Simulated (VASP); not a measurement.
A run of VASP 6.6.1 is set up as follows.

File INCAR:

```
PREC = Accurate
ENCUT = 520
EDIFF = 1E-6
ISMEAR = 0
SIGMA = 0.05
LREAL = False
LASPH = True
NELM = 150
ALGO = Normal
ISIF = 2
LWAVE = False
LCHARG = False
ISPIN = 2
MAGMOM = 1.28 1.28 1.28 0 0
LORBIT = 11
LMAXMIX = 4
NBANDS = 40
```

The input KPOINTS:

```
Automatic mesh
0
Gamma
  10 10 10
```

File POSCAR:

```
Mn3InC
1.0
    3.8195921314      0.0000000000      0.0000000000
    0.0000000000      3.8195921314      0.0000000000
    0.0000000000      0.0000000000      3.8195921314
Mn In C
3 1 1
Direct
    0.5000000000      0.0000000000      0.0000000000
    0.0000000000      0.0000000000      0.5000000000
    0.0000000000      0.5000000000      0.0000000000
    0.5000000000      0.5000000000      0.5000000000
    0.0000000000      0.0000000000      0.0000000000
```

Potentials or basis: VASP PAW LDA potentials, release 64 (Mn_pv, In_d, C).

Command:

```bash
$ cat potpaw_LDA.64/Mn_pv/POTCAR potpaw_LDA.64/In_d/POTCAR potpaw_LDA.64/C/POTCAR > POTCAR
$ mpirun -np 1 vasp_std > vasp.out
```

Q: What does it give for the pressure?

A: 0.2 GPa.

Q: Predict the net moment.

A: 3.88 μB per cell.

Q: Predict the site moments.

A: Mn +1.31; In -0.04; C -0.08 μB.
